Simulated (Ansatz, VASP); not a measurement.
## Two plane-wave programs on InAs

```
In As
1.0
     0.00000    3.05459    3.05459
     3.05459    0.00000    3.05459
     3.05459    3.05459    0.00000
In As
1 1
Direct
  0.00000 0.00000 0.00000
  0.25000 0.25000 0.25000
```

Alike in both runs: task single point; functional PBE; k mesh 6 × 6 × 6; occupations fermi-dirac, width 0.02 eV; collinear spin.

|  | VASP | Ansatz |
| --- | --- | --- |
| version | VASP 6.6.1 | Ansatz 0.2.0 |
| potentials or method | VASP PAW PBE potentials, release 64 (In_d, As) | plane waves |
| plane-wave cutoff (eV) | 500 | 420 |
| valence electrons in the cell | 18 | 28 |

|  | VASP | Ansatz | Ansatz less VASP |
| --- | --- | --- | --- |
| gap on the k mesh at the Fermi level (eV) | none | none | - |
| pressure (GPa) | 2.1 | 2.1 | -0.06 |
| net moment per atom (μB) | 0.00 | 0.00 | 0.000 |

A gap of «none» marks a metal or a gap that the smearing closes. VASP's potentials hold 18 valence electrons a cell and Ansatz's 28, so a difference there can come from the potentials and not from the codes. Ansatz's warnings: moment headroom below auto, seeded moment not kept.
